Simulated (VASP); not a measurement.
**FeS2: single point with PBE**

Crystal: FeS2.

```
Fe S
1.0
     4.44000    0.00000    0.00000
     0.00000    5.39000    0.00000
     0.00000    0.00000    3.37000
Fe S
2 4
Direct
  0.50000 0.50000 0.50000
  0.00000 0.00000 0.00000
  0.70300 0.12500 0.50000
  0.79700 0.62500 0.00000
  0.29700 0.87500 0.50000
  0.20300 0.37500 0.00000
```

* Program: VASP 6.6.1
* Task: single point
* Functional: PBE
* Potentials or basis: VASP PAW PBE potentials, release 64 (Fe, S)
* Cutoff: 600 eV
* k mesh: 6 × 5 × 8
* Occupations: gaussian, width 0.012 eV
* Spin: collinear spin, ferromagnetic start
* Starting moments: [3.0, 3.0, 0.0, 0.0, 0.0, 0.0] μB
* Dipole correction: no
* Further INCAR settings: ALGO = Normal; EDIFF = 1e-06; NBANDS = 33

- Pressure: 1.4 GPa
- Largest force: 0.151 eV/Å
- Band gap on the k mesh: 0.92 eV (least direct gap 1.15 eV)
- Net moment: 0.00 μB per cell
- Valence electrons inside the program's atomic spheres: Fe 7.63; S 3.65

Forces on the atoms (eV/Å):
```
Fe   0.000  0.000  0.000
Fe   0.000  0.000  0.000
S    0.120 -0.090  0.000
S   -0.120 -0.090  0.000
S   -0.120  0.090  0.000
S    0.120  0.090  0.000
```

Stress tensor (GPa, compression positive):
```
0.59 0.00 0.00
0.00 2.07 0.00
0.00 0.00 1.59
```

Levels at points of the mesh, in eV from the valence-band top:
Spin up:
```csv
k point,band 18,band 19,band 20,band 21,band 22,band 23
"(0.00, 0.00, 0.00)",-0.80,-0.76,-0.49,1.20,1.42,2.73
"(0.50, 0.00, 0.00)",-0.69,-0.08,-0.08,1.82,1.82,1.88
"(0.00, 0.00, 0.50)",-0.91,-0.39,-0.39,1.50,1.50,1.70
"(0.50, 0.00, 0.50)",-0.78,-0.33,-0.33,1.52,1.52,1.92
```
Spin down:
| k point | band 16 | band 17 | band 18 | band 19 | band 20 | band 21 | band 22 | band 23 | band 24 | band 25 |
| --- | --- | --- | --- | --- | --- | --- | --- | --- | --- | --- |
| (0.00, 0.00, 0.00) | -1.13 | -0.97 | -0.80 | -0.76 | -0.49 | 1.20 | 1.42 | 2.73 | 3.09 | 3.37 |
| (0.50, 0.00, 0.00) | -1.17 | -0.69 | -0.69 | -0.08 | -0.08 | 1.82 | 1.82 | 1.88 | 1.88 | 2.77 |
| (0.00, 0.00, 0.50) | -1.41 | -0.91 | -0.91 | -0.39 | -0.39 | 1.50 | 1.50 | 1.70 | 1.70 | 2.17 |
| (0.50, 0.00, 0.50) | -1.06 | -0.78 | -0.78 | -0.33 | -0.33 | 1.52 | 1.52 | 1.92 | 1.92 | 3.60 |

Wall time 2.7 min on 1 thread of Intel(R) Xeon(R) 6975P-C (Granite Rapids), on a shared host, peak memory 0.43 GiB.

Caveat: the moments typed at the start vanished in this run. A k mesh can miss the band edges.
